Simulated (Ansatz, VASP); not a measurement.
Na in VASP and in Ansatz

```xyz
1
Lattice="-2.1493 2.1493 2.1493 2.1493 -2.1493 2.1493 2.1493 2.1493 -2.1493" Properties=species:S:1:pos:R:3 pbc="T T T"
Na    0.0000    0.0000    0.0000
```

Change from the starting cell: strain +0.015 along x and y, +0.015 along z, atoms carried along.

Alike in both runs: task single point; functional PBEsol; k mesh 16 × 16 × 16; occupations gaussian, width 0.15 eV; no spin polarisation.

```csv
,VASP,Ansatz
version,VASP 6.6.1,Ansatz 0.2.0
potentials or method,"VASP PAW PBE potentials, release 64 (Na_pv), cutoff 520 eV","scalar-relativistic, plane waves, PAW"
valence electrons in the cell,7,9
```

|  | VASP | Ansatz | Ansatz less VASP |
| --- | --- | --- | --- |
| gap on the k mesh at the Fermi level (eV) | none | none | - |
| pressure (GPa) | -0.6 | -0.6 | +0.02 |

VASP's potentials were made for PBE, not for PBEsol. A gap of «none» marks a metal or a gap that the smearing closes. VASP's potentials hold 7 valence electrons a cell and Ansatz's 9, so a difference there can come from the potentials and not from the codes.
